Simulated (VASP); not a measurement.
Runs of VASP 6.6.1 on Ba. Symmetry: P4/mmm, No. 123, tetragonal system. The conventional cell has a = 4.000 Å, b = 4.000 Å, c = 3.606 Å, α = 90.00°, β = 90.00°, γ = 90.00°. Ba (site symmetry 4/mmm) has 6 Ba at 3.61 to 4.00 Å within 4.7 Å. 

| task | level | potentials or basis | spin | cell | k mesh | cutoff (eV) | smearing | gap on the mesh (eV) | pressure (GPa) |
| --- | --- | --- | --- | --- | --- | --- | --- | --- | --- |
| single point | PBE | VASP PAW PBE potentials, release 64 (Ba_sv) | off | as given | 7 × 7 × 7 | 520 | gaussian 0.1 eV | none | 0.8 |
| relaxation of cell and atoms | LDA | VASP PAW LDA potentials, release 64 (Ba_sv) | non-collinear, zero start, SOC | relaxed | 5 × 5 × 5 | 600 | methfessel-paxton 0.1 eV | - | 0.0 |
| single point | RPBE | VASP PAW PBE potentials, release 64 (Ba_sv) | off | as given | 7 × 7 × 7 | 520 | gaussian 0.02 eV | none | 1.5 |
| single point | RPBE+D4 | VASP PAW PBE potentials, release 64 (Ba_sv) | off | as given | 7 × 7 × 7 | 520 | methfessel-paxton 0.1 eV | none | 0.8 |
| single point | LDA | VASP PAW LDA potentials, release 64 (Ba_sv) | off | as given | 7 × 7 × 7 | 520 | gaussian 0.02 eV | none | (a) |

Estimate the missing entries.

(a) -0.8.

Caveats: spin-orbit coupling is left out, which moves the levels of the heavy elements (at least some runs); the PAW data sets were made with another functional, which shifts forces and pressure a little (at least some runs).

A k mesh can miss the band edges, and rows without SOC leave out spin-orbit coupling on Ba.

A gap of «none» marks levels without a gap at the run's occupations.
